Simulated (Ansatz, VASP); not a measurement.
# As in VASP and in Ansatz

File INCAR:

```
ALGO = Normal ; EDIFF = 1E-6
EDIFFG = -0.01 ; ENCUT = 600
GGA = PS ; IBRION = 2
ISIF = 3 ; ISMEAR = 0
LASPH = True ; LCHARG = False
LREAL = False ; LWAVE = False
NELM = 80 ; NSW = 80
PREC = Accurate ; SIGMA = 0.1
```

The input KPOINTS:

```
k-points
0
Gamma
  12 12 10
```

File POSCAR:

```
As
1.0
    1.8644125754     -5.4372815703      0.0000000000
    1.8644125754      5.4372815703      0.0000000000
    0.0000000000      0.0000000000      4.2742327557
As
4
Direct
    0.1120721584      0.8879278416      0.9448952019
    0.6120721584      0.3879278416      0.5551047981
    0.8879278416      0.1120721584      0.0551047981
    0.3879278416      0.6120721584      0.4448952019
```

Input for Ansatz:

```yaml
crystal:
  lattice:
    - [1.8644125754, -5.4372815703, 0.0]
    - [1.8644125754, 5.4372815703, 0.0]
    - [0.0, 0.0, 4.2742327557]
  atoms:
    - { symbol: As, position: [0.1120721584, 0.8879278416, 0.9448952019] }
    - { symbol: As, position: [0.6120721584, 0.3879278416, 0.5551047981] }
    - { symbol: As, position: [0.8879278416, 0.1120721584, 0.0551047981] }
    - { symbol: As, position: [0.3879278416, 0.6120721584, 0.4448952019] }
basis:
  ecutwfc: 420
kpoints:
  mp_grid: { grid: [12, 12, 10] }
hamiltonian:
  xc: pbesol
scf:
  occupations: { method: gaussian, width: 0.1 }
output:
  forces: true
  stress: true
  eigenvalues: true
relax:
  adjacent_minimum: "off"
  f_tol: 0.01
  max_steps: 60
  cell: { stress_tol: 0.1 }
```

Alike in both runs: task relaxation of cell and atoms; functional PBEsol; k mesh 12 × 12 × 10; occupations gaussian, width 0.1 eV; no spin polarisation.

```csv
,VASP,Ansatz
version,VASP 6.6.1,Ansatz 0.2.0
potentials or method,"VASP PAW PBE potentials, release 64 (As), cutoff 600 eV","scalar-relativistic, plane waves, PAW"
valence electrons in the cell,20,60
```

```tsv
	VASP	Ansatz	Ansatz less VASP
gap on the k mesh at the Fermi level, each at its own relaxed structure (eV)	none	none	-
relaxed volume (Å³/atom)	21.78	21.75	-0.033
relaxed length of the cell vector where the two differ most in proportion (Å)	4.283	4.294	+0.0108
```

VASP's potentials were made for PBE, not for PBEsol. A gap of «none» marks a metal or a gap that the smearing closes. VASP's potentials hold 20 valence electrons a cell and Ansatz's 60, so a difference there can come from the potentials and not from the codes.
